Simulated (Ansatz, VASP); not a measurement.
# One calculation of AlSn, two programs

Contents of INCAR:

```
SYSTEM = AlSn
  PREC = Accurate
  ENCUT = 600
  EDIFF = 1E-7
  ISMEAR = -1
  SIGMA = 0.05
  LREAL = .False.
  LASPH = .True.
  NELM = 100
  ALGO = Normal
  ISIF = 3
  LWAVE = .False.
  LCHARG = .False.
  GGA = B5
  ALDAX = 1.0
  AGGAX = 1.0
  AGGAC = 1.0
  ALDAC = 0.0
  IBRION = 2
  NSW = 60
  EDIFFG = -0.01
```

Contents of KPOINTS:

```
regular mesh
0
Gamma
  7 7 8
  0 0 0
```

The input POSCAR:

```
AlSn
1.0
    4.1981056157      0.0000000000      0.0000000000
   -2.0990528078      3.6356661109      0.0000000000
    0.0000000000      0.0000000000      3.3068470000
Sn Al
1 1
Direct
    0.3333333333      0.6666666667      0.5000000000
    0.0000000000      0.0000000000      0.0000000000
```

File input.yaml:

```yaml
crystal:
  lattice:
    - [4.1981056157, 0.0, 0.0]
    - [-2.0990528078, 3.6356661109, 0.0]
    - [0.0, 0.0, 3.306847]
  atoms:
    - { symbol: Sn, position: [0.3333333333, 0.6666666667, 0.5] }
    - { symbol: Al, position: [0.0, 0.0, 0.0] }
hamiltonian:
  xc: blyp
  pseudopotentials: { kind: paw }
kpoints:
  mp_grid: { grid: [7, 7, 8] }
scf:
  occupations: { method: fermi_dirac, width: 0.05 }
output:
  forces: true
  stress: true
  eigenvalues: true
  write_density: true
  write_potential: true
  elf: true
  volumetric_format: npy
relax:
  f_tol: 0.01
  max_steps: 40
  cell: { stress_tol: 0.05 }
```

Alike in both runs: task relaxation of cell and atoms; functional BLYP; k mesh 7 × 7 × 8; occupations fermi-dirac, width 0.05 eV; no spin polarisation.

|  | VASP | Ansatz |
| --- | --- | --- |
| version | VASP 6.6.1 | Ansatz 0.2.0 |
| potentials or method | VASP PAW PBE potentials, release 64 (Sn_d, Al) | Ansatz PAW |
| plane-wave cutoff (eV) | 600 | 420 |
| valence electrons in the cell | 17 | 17 |

```tsv
	VASP	Ansatz	Ansatz less VASP
gap on the k mesh at the Fermi level, each at its own relaxed structure (eV)	none	none	-
relaxed volume (Å³/atom)	27.46	27.47	+0.018
relaxed cell length with the largest relative difference (Å)	3.388	3.385	-0.0030
```

VASP's potentials were made for PBE, not for BLYP. A gap of «none» marks a metal or a gap that the smearing closes.

Noted on Ansatz's run: the plane-wave basis is chosen anew once the cell has moved, so the energies of steps on either side of that aren't comparable.
